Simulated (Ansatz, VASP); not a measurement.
## One calculation of HfO2, two programs

The input INCAR:

```
PREC = Accurate
ENCUT = 520
EDIFF = 1E-6
ISMEAR = -1
SIGMA = 0.05
LREAL = False
LASPH = True
NELM = 60
ALGO = Normal
ISIF = 2
LWAVE = False
LCHARG = False
GGA = PE
NBANDS = 18
```

The input KPOINTS:

```
regular mesh
0
Gamma
  7 7 7
```

POSCAR

```
HfO2
1.0
    0.0000000000      2.6086500000      2.5575000000
    2.6086500000      0.0000000000      2.5575000000
    2.6086500000      2.6086500000      0.0000000000
Hf O
1 2
Direct
    0.0000000000      0.0000000000      0.0000000000
    0.7500000000      0.7500000000      0.7500000000
    0.2500000000      0.2500000000      0.2500000000
```

Contents of input.yaml:

```yaml
crystal:
  lattice:
    - [0.0, 2.60865, 2.5575]
    - [2.60865, 0.0, 2.5575]
    - [2.60865, 2.60865, 0.0]
  atoms:
    - { symbol: Hf, position: [0.0, 0.0, 0.0] }
    - { symbol: O, position: [0.75, 0.75, 0.75] }
    - { symbol: O, position: [0.25, 0.25, 0.25] }
hamiltonian:
  xc: pbe
  pseudopotentials: { kind: paw }
kpoints:
  mp_grid: { grid: [7, 7, 7] }
scf:
  occupations: { method: fermi_dirac, width: 0.05 }
output:
  forces: true
  stress: true
  eigenvalues: true
  write_density: true
  write_potential: true
  elf: true
  volumetric_format: npy
```

Alike in both runs: task single point; functional PBE; k mesh 7 × 7 × 7; occupations fermi-dirac, width 0.05 eV; no spin polarisation.

|  | VASP | Ansatz |
| --- | --- | --- |
| version | VASP 6.6.1 | Ansatz 0.2.0 |
| potentials or method | VASP PAW PBE potentials, release 64 (Hf_pv, O) | Ansatz PAW |
| plane-wave cutoff (eV) | 520 | 420 |
| valence electrons in the cell | 22 | 38 |

|  | VASP | Ansatz | Ansatz less VASP |
| --- | --- | --- | --- |
| gap on the k mesh at the Fermi level (eV) | 3.57 | 3.59 | +0.020 |
| least direct gap on the mesh (eV) | 3.79 | 3.80 | +0.005 |
| pressure (GPa) | -14.2 | -11.0 | +3.17 |
| traceless stress, the component that is largest in VASP (GPa) | 5.66 | 5.57 | -0.086 |

With one functional, cell and mesh, what is left measures potentials, basis and numerics. VASP's potentials hold 22 valence electrons a cell and Ansatz's 38, so a difference there can come from the potentials and not from the codes.

Spin-orbit coupling is off throughout. Noted on Ansatz's run: odd divisions of the mesh miss points on the zone boundary, where band edges often lie, so the gap on the mesh can be too wide.
